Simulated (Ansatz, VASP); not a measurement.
**One calculation of WS2, two programs**

```
CELL_PARAMETERS angstrom
3.12678 0.00000 0.00000
-1.56339 2.70788 0.00000
0.00000 0.00000 12.16270
ATOMIC_POSITIONS crystal
W 0.33333 0.66667 0.25000
W 0.66667 0.33333 0.75000
S 0.33333 0.66667 0.62158
S 0.66667 0.33333 0.12158
S 0.33333 0.66667 0.87842
S 0.66667 0.33333 0.37842
```

Alike in both runs: task relaxation of cell and atoms; functional LDA; k mesh 12 × 12 × 4; occupations gaussian, width 0.02 eV; no spin polarisation.

```csv
,VASP,Ansatz
version,VASP 6.6.1,Ansatz 0.2.0
potentials or method,"VASP PAW LDA potentials, release 64 (W_sv, S), cutoff 600 eV","scalar-relativistic, plane waves, PAW"
valence electrons in the cell,52,52
```

|  | VASP | Ansatz | Ansatz less VASP |
| --- | --- | --- | --- |
| gap on the k mesh at the Fermi level, each at its own relaxed structure (eV) | 0.85 | 0.84 | -0.011 |
| relaxed volume (Å³/atom) | 17.20 | 17.16 | -0.040 |
| relaxed length of the cell vector where the two differ most in proportion (Å) | 3.130 | 3.127 | -0.0030 |

LDA's correlation is that of Perdew and Zunger in VASP and of Perdew and Wang (1992) in Ansatz.

Neither program's run includes spin-orbit coupling.
